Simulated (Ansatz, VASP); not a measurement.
## Two plane-wave programs on KI

The input POSCAR:

```
KI
1.0
    4.2038406198      0.0000000000      0.0000000000
    0.0000000000      4.2909468407      0.0000000000
    0.0000000000      0.0000000000      4.2909468407
K I
1 1
Direct
    0.0000000000      0.0000000000      0.0000000000
    0.5000000000      0.5000000000      0.5000000000
```

INCAR.step1

```
PREC = Accurate
ENCUT = 550
ISMEAR = 0
SIGMA = 0.01
LREAL = F
LASPH = T
NELM = 120
NBANDS = 15
GGA = PE
ALGO = Normal
EDIFF = 1E-5
LWAVE = T
LCHARG = F
GGA_COMPAT = F
```

Contents of INCAR.step2:

```
PREC = Accurate
ENCUT = 550
EDIFF = 1E-6
ISMEAR = 0
SIGMA = 0.01
LREAL = F
LASPH = T
NELM = 120
ALGO = Normal
ISIF = 2
LWAVE = F
LCHARG = F
METAGGA = R2SCAN
LMIXTAU = T
NBANDS = 15
ISTART = 1
GGA_COMPAT = F
```

The input KPOINTS:

```
Automatic mesh
0
Gamma
  6 6 6
```

Input for Ansatz:

```yaml
crystal:
  lattice:
    - [4.2038406198, 0.0, 0.0]
    - [0.0, 4.2909468407, 0.0]
    - [0.0, 0.0, 4.2909468407]
  atoms:
    - { symbol: K, position: [0.0, 0.0, 0.0] }
    - { symbol: I, position: [0.5, 0.5, 0.5] }
kpoints:
  mp_grid: { grid: [6, 6, 6] }
  band_path:
    path: [[0.0, 0.0, 0.0], [0.0, 0.5, 0.0], [0.5, 0.5, 0.0], [0.5, 0.5, 0.5]]
    npoints: 1
hamiltonian:
  xc: r2scan
scf:
  occupations: { method: fixed }
  n_extra_bands: 4
output:
  forces: true
  stress: true
  eigenvalues: true
  write_density: true
  write_potential: true
  elf: true
  volumetric_format: npy
```

Change from the starting cell: uniaxial_x strain -2.0%.

Alike in both runs: task single point; functional r2SCAN; k mesh 6 × 6 × 6; no spin polarisation.

```csv
,VASP,Ansatz
version,VASP 6.6.1,Ansatz 0.2.0
potentials or method,"VASP PAW PBE potentials, release 64 (K_sv, I)","plane waves, PAW"
plane-wave cutoff (eV),550,500
occupations,"gaussian, width 0.01 eV",fixed
valence electrons in the cell,16,26
```

|  | VASP | Ansatz | Ansatz less VASP |
| --- | --- | --- | --- |
| gap on the k mesh at the Fermi level (eV) | 4.01 | 4.01 | +0.001 |
| pressure (GPa) | 0.3 | 0.3 | +0.01 |
| traceless stress, the component that is largest in VASP (GPa) | 0.47 | 0.47 | 0.000 |

VASP's potentials were made for PBE, not for r2SCAN. VASP's potentials hold 16 valence electrons a cell and Ansatz's 26, so a difference there can come from the potentials and not from the codes.

Spin-orbit coupling is off throughout.
